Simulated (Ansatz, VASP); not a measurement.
**One calculation of GaP, two programs**

```xyz
2
Lattice="0.0000 2.6957 2.6957 2.6957 0.0000 2.6957 2.6957 2.6957 0.0000" Properties=species:S:1:pos:R:3 pbc="T T T"
Ga    0.0000    0.0000    0.0000
P     4.0435    4.0435    4.0435
```

Alike in both runs: functional LDA; k mesh 12 × 12 × 12; occupations fermi-dirac, width 0.1 eV; no spin polarisation.

Ansatz relaxed the structure, and its values are those at the end. VASP's run is a single point on that final structure, the one shown.

|  | VASP | Ansatz |
| --- | --- | --- |
| version | VASP 6.6.1 | Ansatz 0.2.0 |
| potentials or method | VASP PAW LDA potentials, release 64 (Ga_d, P) | PAW with Ansatz's default frozen-core files, scalar-relativistic |
| plane-wave cutoff (eV) | 520 | 420 |
| valence electrons in the cell | 18 | 18 |

Ansatz gave:

```
pressure (GPa) : 0.0
```

Question: What did VASP give for the same quantities?

Answer: Pressure (GPa): 0.1.

LDA's correlation is that of Perdew and Zunger in VASP and of Perdew and Wang (1992) in Ansatz.
